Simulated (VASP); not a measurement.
Set up this calculation in VASP 6.6.1, as the native input.

- Task: single point
- Functional: revPBE
- Potentials or basis: VASP PAW PBE potentials, release 64 (Ru_pv)
- Cutoff: 520 eV
- k mesh: 10 × 10 × 13
- Occupations: fermi-dirac, width 0.1 eV
- Spin: no spin polarisation
- Dipole correction: no
- Further INCAR settings: ALGO = Normal; EDIFF = 1e-06; NBANDS = 28

The structure of Ru lies in POSCAR:

```
Ru
1.0
    4.1055016902      0.0000000000      0.0000000000
   -2.0527508451      3.5554687590      0.0000000000
    0.0000000000      0.0000000000      2.5811790631
Ru
3
Direct
    0.0000000000      0.0000000000      0.0000000000
    0.3333333333      0.6666666667      0.5000000000
    0.6666666667      0.3333333333      0.5000000000
```

This cell differs from its parent crystal: volume scaled by 0.88.

These files were run (other wordings do the same):

INCAR

```
ALGO     = Normal         # electronic algorithm
EDIFF    = 1E-6           # SCF threshold, eV
ENCUT    = 520            # plane-wave cutoff, eV
GGA      = RE             # functional
ISIF     = 2              # what is computed and relaxed
ISMEAR   = -1             # smearing method
LASPH    = T              # aspherical terms in the spheres
LCHARG   = T              # write CHGCAR
LELF     = T              # ELF
LREAL    = F              # projectors in reciprocal space
LVHAR    = T            
LWAVE    = F              # write WAVECAR
NBANDS   = 28             # bands
NELM     = 100            # most SCF steps
PREC     = Accurate       # precision mode
SIGMA    = 0.1            # smearing width, eV
```

KPOINTS

```
k-points
0
Gamma
  10 10 13
```

Potentials or basis: VASP PAW PBE potentials, release 64 (Ru_pv).

Command:

```console
$ cat potpaw_PBE.64/Ru_pv/POTCAR > POTCAR
$ mpirun -np 1 vasp_std > vasp.out
```

Results of the run:

```json
{
  "Pressure": "49.1 GPa",
  "Band gap on the k mesh": "zero (band 21 reaches 15.75 eV, above the bottom of band 22 at 13.00 eV)"
}
```

Caveat: the PAW data sets were made with another functional, which shifts forces and pressure a little.

It took 28 s on 1 thread of Intel(R) Xeon(R) 6975P-C (Granite Rapids), on a shared host, peak memory 0.2 GiB.
